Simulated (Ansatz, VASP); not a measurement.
BaHfO3: VASP beside Ansatz

The input POSCAR:

```
BaHfO3
1.0
    4.1771072226      0.0000000000      0.0000000000
    0.0000000000      4.1771072226      0.0000000000
    0.0000000000      0.0000000000      4.1771072226
Ba Hf O
1 1 3
Direct
    0.5000000000      0.5000000000      0.5000000000
    0.0000000000      0.0000000000      0.0000000000
    0.0000000000      0.5000000000      0.0000000000
    0.5000000000      0.0000000000      0.0000000000
    0.0000000000      0.0000000000      0.5000000000
```

INCAR.step1

```
PREC     = Accurate       # precision mode
ENCUT    = 520            # plane-wave cutoff, eV
ISMEAR   = 0              # smearing method
SIGMA    = 0.02           # smearing width, eV
LREAL    = False          # projectors in reciprocal space
LASPH    = True           # aspherical terms in the spheres
NELM     = 60             # most SCF steps
NBANDS   = 27             # bands
GGA      = PE             # functional
ALGO     = Normal         # electronic algorithm
EDIFF    = 1E-4           # SCF threshold, eV
LWAVE    = True           # write WAVECAR
LCHARG   = False          # write CHGCAR
```

INCAR.step2

```
PREC     = Accurate       # precision mode
ENCUT    = 520            # plane-wave cutoff, eV
EDIFF    = 1E-7           # SCF threshold, eV
ISMEAR   = 0              # smearing method
SIGMA    = 0.02           # smearing width, eV
LREAL    = False          # projectors in reciprocal space
LASPH    = True           # aspherical terms in the spheres
NELM     = 60             # most SCF steps
ALGO     = Normal         # electronic algorithm
ISIF     = 2              # what is computed and relaxed
LWAVE    = False          # write WAVECAR
LCHARG   = False          # write CHGCAR
METAGGA  = R2SCAN         # meta-GGA
LMIXTAU  = True         
NBANDS   = 27             # bands
ISTART   = 1
```

KPOINTS

```
Automatic mesh
0
Gamma
  6 6 6
```

Input for Ansatz:

```yaml
crystal:
  lattice:
    - [4.1771072226, 0.0, 0.0]
    - [0.0, 4.1771072226, 0.0]
    - [0.0, 0.0, 4.1771072226]
  atoms:
    - { symbol: Ba, position: [0.5, 0.5, 0.5] }
    - { symbol: Hf, position: [0.0, 0.0, 0.0] }
    - { symbol: O, position: [0.0, 0.5, 0.0] }
    - { symbol: O, position: [0.5, 0.0, 0.0] }
    - { symbol: O, position: [0.0, 0.0, 0.5] }
basis:
  ecutwfc: 500
kpoints:
  mp_grid: { grid: [6, 6, 6] }
hamiltonian:
  xc: r2scan
scf:
  occupations: { method: gaussian, width: 0.02 }
output:
  forces: true
  stress: true
  eigenvalues: true
```

Alike in both runs: task single point; functional r2SCAN; k mesh 6 × 6 × 6; occupations gaussian, width 0.02 eV; no spin polarisation.

|  | VASP | Ansatz |
| --- | --- | --- |
| version | VASP 6.6.1 | Ansatz 0.2.0 |
| potentials or method | VASP PAW PBE potentials, release 64 (Ba_sv, Hf_pv, O), cutoff 520 eV | scalar-relativistic, plane waves, PAW |
| valence electrons in the cell | 38 | 54 |

|  | VASP | Ansatz | Ansatz less VASP |
| --- | --- | --- | --- |
| gap on the k mesh at the Fermi level (eV) | 4.11 | 4.19 | +0.084 |
| least direct gap on the mesh (eV) | 4.35 | 4.32 | -0.033 |
| pressure (GPa) | -0.7 | 0.0 | +0.74 |

VASP's potentials were made for PBE, not for r2SCAN. VASP's potentials hold 38 valence electrons a cell and Ansatz's 54, so a difference there can come from the potentials and not from the codes.

Neither program's run includes spin-orbit coupling.
